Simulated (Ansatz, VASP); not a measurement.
## One calculation of Te, two programs

```
Te
1.0
     0.00000    3.30955    3.30955
     3.30955    0.00000    3.30955
     3.30955    3.30955    0.00000
Te
2
Direct
  0.91250 0.86250 0.86250
  0.08750 0.13750 0.13750
```

Change from the starting cell: shortest bond scaled by 1.1, LAPW.

Alike in both runs: task single point; functional PBEsol; k mesh 8 × 8 × 8; occupations fermi-dirac, width 0.05 eV; no spin polarisation.

|  | VASP | Ansatz |
| --- | --- | --- |
| version | VASP 6.6.1 | Ansatz 0.2.0 |
| potentials or method | VASP PAW PBE potentials, release 64 (Te), cutoff 520 eV | all-electron LAPW, scalar-relativistic |

Ansatz gave:

```
pressure (GPa)                                                : 9.3
traceless stress, the component that is largest in VASP (GPa) : 0.78
rms of the force components (eV/Å)                            : 0.041
```

Q: Estimate VASP's values.

A: Pressure (GPa): 9.4; traceless stress, the component that is largest in VASP (GPa): 0.83; rms of the force components (eV/Å): 0.034.

VASP's potentials were made for PBE, not for PBEsol. Atom by atom the forces differ by 0.008 eV/Å (rms over components). Ansatz ran all-electron here, and VASP with PAW potentials.

Neither program's run includes spin-orbit coupling.
